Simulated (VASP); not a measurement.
In3Se:

```
CELL_PARAMETERS angstrom
4.73883 0.00000 0.00000
0.00000 4.73883 0.00000
0.00000 0.00000 4.73883
ATOMIC_POSITIONS crystal
In 0.50000 0.50000 0.00000
In 0.50000 0.00000 0.50000
In 0.00000 0.50000 0.50000
Se 0.00000 0.00000 0.00000
```

Base run:

- Program: VASP 6.6.1
- Functional: PBEsol
- Potentials or basis: VASP PAW PBE potentials, release 64 (In_d, Se)
- Cutoff: 520 eV
- k mesh: 6 × 6 × 6
- Occupations: fermi-dirac, width 0.05 eV
- Spin: no spin polarisation

Its results: pressure -1.7 GPa.

The run is repeated on the same cell with these changes: functional from PBEsol to r2SCAN. What comes out?

Pressure 0.2 GPa.

Caveats: the PAW data sets were made with another functional, which shifts forces and pressure a little.
